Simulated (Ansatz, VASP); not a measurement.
**CaZr3N2 in VASP and in Ansatz**

```
Ca Zr N
1.0
     6.13521    0.00000    0.00000
    -3.06760    5.31325    0.00000
     0.00000    0.00000    3.12771
Ca Zr N
1 3 2
Direct
  0.00000 0.00000 0.00000
  0.50000 0.00000 0.50000
  0.50000 0.50000 0.50000
  0.00000 0.50000 0.50000
  0.33333 0.66667 0.00000
  0.66667 0.33333 0.00000
```

Change from the starting cell: species swapped into the LaB2Rh3 type (P6/mmm, No. 191).

Alike in both runs: functional PBE; k mesh 6 × 6 × 12; occupations gaussian, width 0.1 eV; no spin polarisation.

Ansatz relaxed the structure, and its values are those at the end. VASP's run is a single point on that final structure, the one shown.

```csv
,VASP,Ansatz
version,VASP 6.6.1,Ansatz 0.2.0
potentials or method,"VASP PAW PBE potentials, release 64 (Ca_sv, Zr_sv, N), cutoff 520 eV","scalar-relativistic, plane waves, PAW"
valence electrons in the cell,56,56
```

|  | VASP | Ansatz | Ansatz less VASP |
| --- | --- | --- | --- |
| gap on the k mesh at the Fermi level (eV) | none | none | - |
| pressure (GPa) | 0.1 | 0.0 | -0.14 |

A gap of «none» marks a metal or a gap that the smearing closes. With one functional, cell and mesh, what is left measures potentials, basis and numerics.
